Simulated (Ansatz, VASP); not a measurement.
## Two plane-wave programs on BN

Contents of INCAR:

```
SYSTEM = BN
PREC = Accurate ; ENCUT = 520
EDIFF = 1E-6 ; ISMEAR = 0
SIGMA = 0.05 ; LREAL = .False.
LASPH = .True. ; NELM = 80
ALGO = Normal ; ISIF = 2
LWAVE = .False. ; LCHARG = .False.
GGA = PE ; NBANDS = 26
```

KPOINTS

```
Automatic mesh
0
Gamma
  6 6 10
  0 0 0
```

Contents of POSCAR:

```
BN
1.0
    4.2900000000      0.0000000000      0.0000000000
    0.0000000000      4.2900000000      0.0000000000
    0.0000000000      0.0000000000      2.5491935092
B N
4 4
Direct
    0.1742811368      0.8257188632      0.5000000000
    0.3257188632      0.3257188632      0.0000000000
    0.6742811368      0.6742811368      0.0000000000
    0.8257188632      0.1742811368      0.5000000000
    0.8126115048      0.8126115048      0.5000000000
    0.3126115048      0.6873884952      0.0000000000
    0.6873884952      0.3126115048      0.0000000000
    0.1873884952      0.1873884952      0.5000000000
```

Input for Ansatz:

```yaml
crystal:
  lattice:
    - [4.29, 0.0, 0.0]
    - [0.0, 4.29, 0.0]
    - [0.0, 0.0, 2.5491935092]
  atoms:
    - { symbol: B, position: [0.1742811368, 0.8257188632, 0.5] }
    - { symbol: B, position: [0.3257188632, 0.3257188632, 0.0] }
    - { symbol: B, position: [0.6742811368, 0.6742811368, 0.0] }
    - { symbol: B, position: [0.8257188632, 0.1742811368, 0.5] }
    - { symbol: "N", position: [0.8126115048, 0.8126115048, 0.5] }
    - { symbol: "N", position: [0.3126115048, 0.6873884952, 0.0] }
    - { symbol: "N", position: [0.6873884952, 0.3126115048, 0.0] }
    - { symbol: "N", position: [0.1873884952, 0.1873884952, 0.5] }
basis:
  ecutwfc: 520.0
kpoints:
  mp_grid: { grid: [6, 6, 10] }
hamiltonian:
  xc: pbe
  pseudopotentials: { kind: paw, azcp: { folder: soft_1 } }
scf:
  occupations: { method: gaussian, width: 0.05 }
output:
  forces: true
  stress: true
  eigenvalues: true
```

Alike in both runs: task single point; functional PBE; k mesh 6 × 6 × 10; occupations gaussian, width 0.05 eV; no spin polarisation.

```csv
,VASP,Ansatz
version,VASP 6.6.1,Ansatz 0.2.0
potentials or method,"VASP PAW PBE potentials, release 64 (B, N), cutoff 520 eV","scalar-relativistic, plane waves, PAW"
valence electrons in the cell,32,32
```

```tsv
	VASP	Ansatz	Ansatz less VASP
gap on the k mesh at the Fermi level (eV)	4.71	4.72	+0.016
least direct gap on the mesh (eV)	5.83	5.85	+0.016
pressure (GPa)	23.8	23.2	-0.61
traceless stress, the component that is largest in VASP (GPa)	-16.97	-16.90	+0.079
rms of the force components (eV/Å)	0.230	0.222	-0.0080
```

Atom by atom the forces differ by 0.009 eV/Å (rms over components).
